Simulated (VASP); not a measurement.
Cd, 1 atom in the cell. Symmetry: Im-3m, No. 229, cubic system. Conventional cell: a = 3.329 Å, b = 3.329 Å, c = 3.329 Å, α = 90.00°, β = 90.00°, γ = 90.00°. Within 3.8 Å of Cd (site symmetry m-3m) lie 14 Cd at 2.88 to 3.33 Å. This isn't the form of Cd at room conditions, which is hcp.

- Program: VASP 6.6.1
- Task: single point
- Functional: PBE
- Potentials or basis: VASP PAW PBE potentials, release 64 (Cd)
- Cutoff: 520 eV
- k mesh: 16 × 16 × 16
- Occupations: fermi-dirac, width 0.1 eV
- Spin: no spin polarisation
- Dipole correction: no
- Further INCAR settings: ALGO = Normal; EDIFF = 1e-06; NBANDS = 12

Potentials or basis: VASP PAW PBE potentials, release 64 (Cd).

The run is started by

```console
$ cat potpaw_PBE.64/Cd/POTCAR > POTCAR
$ mpirun -np 1 vasp_std > vasp.out
```

Hardware: 1 thread of Intel Xeon 8259CL (shared host).

Q: Estimate the wall time of this run.

A: Wall time 29 s on 1 thread of Intel Xeon 8259CL, on a shared host, peak memory 0.16 GiB. Counts: scf iterations 11, k points 145.
